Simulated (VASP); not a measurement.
KCl, 2 atoms in the cell. It takes space group Fm-3m (No. 225, cubic). The conventional cell has a = 6.076 Å, b = 6.076 Å, c = 6.076 Å, α = 90.00°, β = 90.00°, γ = 90.00°. Within 4.0 Å of K (site symmetry m-3m) lie 6 Cl at 3.04 Å. Within 4.0 Å of Cl (site symmetry m-3m) lie 6 K at 3.04 Å. 

* Program: VASP 6.6.1
* Task: single point
* Functional: LDA
* Potentials or basis: VASP PAW LDA potentials, release 64 (K_sv, Cl)
* Cutoff: 500 eV
* k mesh: 6 × 6 × 6
* Occupations: gaussian, width 0.02 eV
* Spin: no spin polarisation
* Dipole correction: no
* Further INCAR settings: ALGO = Normal; EDIFF = 1e-06; NBANDS = 15

Potentials or basis: VASP PAW LDA potentials, release 64 (K_sv, Cl).

The run is started by

```bash
$ cat potpaw_LDA.64/K_sv/POTCAR potpaw_LDA.64/Cl/POTCAR > POTCAR
$ mpirun -np 1 vasp_std > vasp.out
```

Hardware: 1 thread of Intel Xeon 8259CL, with other jobs on the host.

Task: Estimate the wall time of this run.

Result: Run time: 21 s on 1 thread of Intel Xeon 8259CL (shared host), peak memory 0.15 GiB. Counts: scf iterations 11, k points 16.
